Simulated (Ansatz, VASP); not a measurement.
Au in VASP and in Ansatz

File INCAR:

```
ALGO = Normal
EDIFF = 1E-7
ENCUT = 520
GGA = PE
ISIF = 2
ISMEAR = -1
LASPH = True
LCHARG = False
LREAL = False
LWAVE = False
NBANDS = 18
NELM = 80
PREC = Accurate
SIGMA = 0.1
```

Contents of KPOINTS:

```
k-points
0
Gamma
  17 17 17
```

The input POSCAR:

```
Au
1.0
   -2.4304553395      2.4304553395      1.2686006206
    2.4304553395     -2.4304553395      1.2686006206
    2.4304553395      2.4304553395     -1.2686006206
Au
2
Direct
   -0.3750000000     -0.1250000000     -0.2500000000
    0.3750000000      0.1250000000      0.2500000000
```

Input for Ansatz:

```yaml
crystal:
  lattice:
    - [-2.4304553395, 2.4304553395, 1.2686006206]
    - [2.4304553395, -2.4304553395, 1.2686006206]
    - [2.4304553395, 2.4304553395, -1.2686006206]
  atoms:
    - { symbol: Au, position: [-0.375, -0.125, -0.25] }
    - { symbol: Au, position: [0.375, 0.125, 0.25] }
kpoints:
  mp_grid: { grid: [17, 17, 17] }
scf:
  occupations: { method: fermi_dirac, width: 0.1 }
hamiltonian:
  xc: pbe
  pseudopotentials: { kind: all_electron, lapw: { basis_error: 0.001 } }
output:
  forces: true
  stress: true
  eigenvalues: true
  populations: true
```

Change from the starting cell: volume scaled by 0.76, LAPW.

Alike in both runs: task single point; functional PBE; k mesh 17 × 17 × 17; occupations fermi-dirac, width 0.1 eV; no spin polarisation.

```csv
,VASP,Ansatz
version,VASP 6.6.1,Ansatz 0.2.0
potentials or method,"VASP PAW PBE potentials, release 64 (Au), cutoff 520 eV","all-electron LAPW, scalar-relativistic"
```

```tsv
	VASP	Ansatz	Ansatz less VASP
pressure (GPa)	69.0	69.5	+0.55
```

Both programs put the cell under a high pressure, so it lies far from rest at this level. Ansatz ran all-electron here, and VASP with PAW potentials.

Neither program's run includes spin-orbit coupling. Noted on VASP's run: the cell as given lies far from equilibrium.
